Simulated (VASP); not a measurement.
Input of a VASP 6.6.1 run:

The input INCAR:

```
SYSTEM = Mg9O8
PREC = Accurate
ENCUT = 520
EDIFF = 1E-7
ISMEAR = -1
SIGMA = 0.02
LREAL = Auto
LASPH = .True.
NELM = 60
ALGO = Normal
ISIF = 2
LWAVE = .False.
LCHARG = .False.
NBANDS = 47
```

The input KPOINTS:

```
Automatic mesh
0
Gamma
  3 3 3
  0 0 0
```

The input POSCAR:

```
Mg9O8
1.0
    0.0000000000      4.3520000000      4.3520000000
    4.3520000000      0.0000000000      4.3520000000
    4.3520000000      4.3520000000      0.0000000000
Mg O
9 8
Direct
    0.0002991728      0.0014949449     -0.0714919577
    0.0815113741      0.0772227711      0.2240139017
   -0.0677876838      0.5262704504      0.0731957721
   -0.0043342142      0.4654493336      0.5126303998
    0.5456776195      0.0232132353     -0.0193561581
    0.5142954963     -0.0168573070      0.5220859375
    0.4827805607      0.4983391544      0.0382074908
    0.5119634651      0.4774448529      0.5371302849
    0.0274245175      0.8047278263      0.6333130744
    0.2502250689      0.2614576057      0.2406974954
    0.2335076976      0.2089828814      0.8178463925
    0.2382527574      0.6910468750      0.3218982077
    0.2761765855      0.7126469439      0.7844307215
    0.7124005055      0.2764547335      0.2742676930
    0.7218227252      0.2920145910      0.7842443704
    0.7371289062      0.7590971967      0.2796245404
    0.7096011029      0.7289140625      0.8190392923
```

Potentials or basis: VASP PAW LDA potentials, release 64 (Mg, O).

The run is started by

```bash
$ cat potpaw_LDA.64/Mg/POTCAR potpaw_LDA.64/O/POTCAR > POTCAR
$ mpirun -np 1 vasp_std > vasp.out
```

Task: Predict the band gap on the k mesh.

Result: 0.30 eV.

Task: Estimate the pressure.

Result: 14.0 GPa.

Task: What does it give for the largest force?

Result: 0.097 eV/Å.

Forces in eV/Å, atoms in the order of the input:
```
Mg   0.072  0.018 -0.020
Mg  -0.053  0.011  0.039
Mg  -0.045  0.015  0.011
Mg   0.026  0.024  0.018
Mg  -0.091 -0.008 -0.031
Mg   0.051  0.013 -0.007
Mg  -0.007  0.012  0.007
Mg  -0.026 -0.036 -0.019
Mg   0.054 -0.072  0.012
O    0.057 -0.013  0.044
O   -0.027  0.017 -0.002
O   -0.042  0.025  0.002
O    0.012  0.053  0.012
O   -0.044 -0.020 -0.011
O   -0.002 -0.034 -0.021
O    0.055  0.007 -0.001
O    0.009 -0.012 -0.032
```
